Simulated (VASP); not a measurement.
Runs of VASP 6.6.1 on Sn. The structure is that of space group Fm-3m (No. 225), or close to it. The cells are those of the table. 

| level | cell | gap on the mesh (eV) | pressure (GPa) |
| --- | --- | --- | --- |
| r2SCAN | a = 3.279 Å, angles 119.2, 119.2, 91.3°, 1 atom | none | (b) |
| RPBE | a = 3.426 Å, angles 118.9, 118.9, 91.9°, 1 atom | none | 0.0 |
| r2SCAN | a = 3.365 Å, angles 118.9, 118.9, 91.9°, 1 atom | none | 0.0 |
| BLYP | a = 3.520 Å, angles 120.0, 120.0, 90.1°, 1 atom | none | 0.0 |
| PBEsol | a = 3.136 Å, angles 121.5, 121.5, 87.4°, 1 atom | none | 20.0 |
| PBEsol | a = 3.182 Å, angles 118.8, 118.8, 92.2°, 1 atom | none | 9.9 |
| PBEsol | a = 3.245 Å, angles 118.8, 118.8, 92.0°, 1 atom | none | 4.9 |
| r2SCAN | a = 3.153 Å, angles 121.3, 121.3, 87.8°, 1 atom | none | (a) |
| r2SCAN | a = 3.328 Å, angles 119.2, 119.2, 91.3°, 1 atom | none | 2.0 |
| PBEsol | a = 3.044 Å, angles 120.0, 120.0, 90.0°, 1 atom | none | 30.0 |
| revPBE | a = 3.416 Å, angles 118.8, 118.9, 92.0°, 1 atom | none | 0.0 |
| BLYP+D4 | a = 3.399 Å, angles 119.1, 119.1, 91.6°, 1 atom | none | 0.0 |

Alike in all rows: task single point; potentials or basis VASP PAW PBE potentials, release 64 (Sn_d); no spin polarisation; k mesh 11 × 11 × 11; cutoff (eV) 520; smearing fermi-dirac 0.05 eV.

Q: Fill in the values left out.

A: (a) 20.1; (b) 5.0.

Caveats: the PAW data sets were made with another functional, which shifts forces and pressure a little; spin-orbit coupling is left out, which moves the levels of the heavy elements; the cell stands under pressure (at least some runs).

A k mesh can miss the band edges, and the runs leave out spin-orbit coupling on Sn.

A gap of «none» marks levels without a gap at the run's occupations.
